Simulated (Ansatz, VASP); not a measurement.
## Two plane-wave programs on CuNi2

```xyz
6
Lattice="0.0000 3.1917 3.1917 3.1917 0.0000 3.1917 3.1917 3.1917 0.0000" Properties=species:S:1:pos:R:3 pbc="T T T"
Cu    0.0000    0.0000    0.0000
Cu    1.5959    1.5959    1.5959
Ni    3.9896    3.9896    3.9896
Ni    3.9896    2.3938    2.3938
Ni    2.3938    2.3938    3.9896
Ni    2.3938    3.9896    2.3938
```

Alike in both runs: task relaxation of cell and atoms; functional PBE; k mesh 6 × 6 × 6; occupations gaussian, width 0.1 eV; no spin polarisation.

|  | VASP | Ansatz |
| --- | --- | --- |
| version | VASP 6.6.1 | Ansatz 0.2.0 |
| potentials or method | VASP PAW PBE potentials, release 64 (Cu, Ni), cutoff 600 eV | scalar-relativistic, plane waves, PAW |
| valence electrons in the cell | 62 | 110 |

|  | VASP | Ansatz | Ansatz less VASP |
| --- | --- | --- | --- |
| gap on the k mesh at the Fermi level, each at its own relaxed structure (eV) | none | none | - |
| relaxed volume (Å³/atom) | 11.71 | 11.73 | +0.019 |
| relaxed length of the cell vector where the two differ most in proportion (Å) | 4.632 | 4.635 | +0.0025 |

A gap of «none» marks a metal or a gap that the smearing closes. VASP's potentials hold 62 valence electrons a cell and Ansatz's 110, so a difference there can come from the potentials and not from the codes.
